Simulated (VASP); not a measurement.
The system is Zn2Bi.

```
Zn Bi
1.0
     4.76509    0.00000    0.00000
    -2.38254    4.12669    0.00000
     0.00000    0.00000    3.02912
Zn Bi
2 1
Direct
  0.33333 0.66667 0.50000
  0.66667 0.33333 0.50000
  0.00000 0.00000 0.00000
```

* Program: VASP 6.6.1
* Task: relaxation of cell and atoms
* Functional: PBE
* Potentials or basis: VASP PAW PBE potentials, release 64 (Zn, Bi_d)
* Cutoff: 600 eV
* k mesh: 6 × 6 × 6
* Occupations: gaussian, width 0.1 eV
* Spin: no spin polarisation

At the start: pressure 7.8 GPa; volume 19.85 Å³/atom.

Question: How do energy, volume and symmetry change on relaxing?

Answer: Over 5 steps the energy falls by 61.8 meV/atom and the volume is 22.45 Å³/atom (+13.1 %); space group P6/mmm (No. 191, to 0.1 Å) before and after.

The path:
| step | energy change (eV) | largest force (eV/Å) | pressure (GPa) | volume (Å³) |
| --- | --- | --- | --- | --- |
| 1 | 0.0000 | 0.0000 | 7.80 | 59.56 |
| 2 | -0.1677 | 0.0000 | -0.90 | 68.28 |
| 3 | -0.1699 | 0.0000 | -0.18 | 67.24 |
| 4 | -0.1832 | 0.0000 | -0.19 | 67.31 |
| 5 | -0.1854 | 0.0000 | -0.15 | 67.34 |

Final structure:
```
CELL_PARAMETERS angstrom
5.03754 0.00000 0.00000
-2.51877 4.36264 0.00000
0.00000 0.00000 3.06420
ATOMIC_POSITIONS crystal
Zn 0.33333 0.66667 0.50000
Zn 0.66667 0.33333 0.50000
Bi 0.00000 0.00000 0.00000
```
